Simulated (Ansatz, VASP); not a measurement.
**Two plane-wave programs on HfN**

```
Hf N
1.0
     0.00000    2.25077    2.25077
     2.25077    0.00000    2.25077
     2.25077    2.25077    0.00000
Hf N
1 1
Direct
  0.00000 0.00000 0.00000
  0.50000 0.50000 0.50000
```

Alike in both runs: functional PBEsol; k mesh 16 × 16 × 16; occupations gaussian, width 0.1 eV; no spin polarisation.

Ansatz relaxed the structure, and its values are those at the end. VASP's run is a single point on that final structure, the one shown.

|  | VASP | Ansatz |
| --- | --- | --- |
| version | VASP 6.6.1 | Ansatz 0.2.0 |
| potentials or method | VASP PAW PBE potentials, release 64 (Hf_pv, N) | scalar-relativistic, plane waves, PAW |
| plane-wave cutoff (eV) | 520 | 420 |
| valence electrons in the cell | 15 | 31 |

|  | VASP | Ansatz | Ansatz less VASP |
| --- | --- | --- | --- |
| gap on the k mesh at the Fermi level (eV) | none | none | - |
| pressure (GPa) | -2.2 | 0.0 | +2.18 |

VASP's potentials were made for PBE, not for PBEsol. A gap of «none» marks a metal or a gap that the smearing closes. VASP's potentials hold 15 valence electrons a cell and Ansatz's 31, so a difference there can come from the potentials and not from the codes.

Neither program's run includes spin-orbit coupling.
